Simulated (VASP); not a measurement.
Ni, 2 atoms in the cell. It takes space group P6_3/mmc (No. 194, hexagonal). The conventional cell has a = 2.507 Å, b = 2.507 Å, c = 4.105 Å, α = 90.00°, β = 90.00°, γ = 120.00°. Within 3.3 Å of Ni (site symmetry -6m2) lie 12 Ni at 2.51 Å. This isn't the form of Ni at room conditions, which is fcc.

| Property | Result |
| --- | --- |
| Program | VASP 6.6.1 |
| Task | single point |
| Functional | revPBE |
| Potentials or basis | VASP PAW PBE potentials, release 64 (Ni) |
| Cutoff | 520 eV |
| k mesh | 24 × 24 × 13 |
| Occupations | fermi-dirac, width 0.05 eV |
| Spin | collinear spin, ferromagnetic start |
| Starting moments | [0.731, 0.731] μB |
| Dipole correction | no |
| Further INCAR settings | ALGO = Normal; EDIFF = 1e-06; NBANDS = 21 |

Potentials or basis: VASP PAW PBE potentials, release 64 (Ni).

Launch:

```sh
$ cat potpaw_PBE.64/Ni/POTCAR > POTCAR
$ mpirun -np 1 vasp_std > vasp.out
```

Hardware: 1 thread of Intel(R) Xeon(R) 6975P-C (Granite Rapids), on a shared host.

**Question.** How long does it take, and how much memory?

**Answer.** Wall time 2.3 min on 1 thread of Intel(R) Xeon(R) 6975P-C (Granite Rapids), with other jobs on the host, peak memory 0.36 GiB. Counts: scf iterations 13, k points 427.
